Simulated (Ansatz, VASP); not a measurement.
**Two plane-wave programs on MgC2**

```
Mg C
1.0
     3.95078    0.00000    0.00000
     0.00000    3.95078    0.00000
     0.00000    0.00000    5.03696
Mg C
2 4
Direct
  0.00000 0.00000 0.50000
  0.50000 0.50000 0.00000
  0.38766 0.61235 0.50000
  0.11235 0.11235 0.00000
  0.61235 0.38766 0.50000
  0.88765 0.88765 0.00000
```

Alike in both runs: task single point; functional PBE; k mesh 5 × 5 × 5; occupations fermi-dirac, width 0.05 eV; no spin polarisation.

```csv
,VASP,Ansatz
version,VASP 6.6.1,Ansatz 0.2.0
potentials or method,"VASP PAW PBE potentials, release 64 (Mg, C)",Ansatz PAW
plane-wave cutoff (eV),520,420
valence electrons in the cell,20,36
```

```tsv
	VASP	Ansatz	Ansatz less VASP
gap on the k mesh at the Fermi level (eV)	2.70	2.70	0.000
least direct gap on the mesh (eV)	3.00	3.00	-0.005
pressure (GPa)	-0.9	-0.9	+0.04
traceless stress, the component that is largest in VASP (GPa)	-0.31	-0.13	+0.183
rms of the force components (eV/Å)	0.017	0.045	+0.0275
```

Atom by atom the forces differ by 0.062 eV/Å (rms over components). The functional is the same, so the differences come from potentials, cutoffs and numerics. VASP's potentials hold 20 valence electrons a cell and Ansatz's 36, so a difference there can come from the potentials and not from the codes.

Noted on Ansatz's run: odd divisions of the mesh miss points on the zone boundary, where band edges often lie, so the gap on the mesh can be too wide.
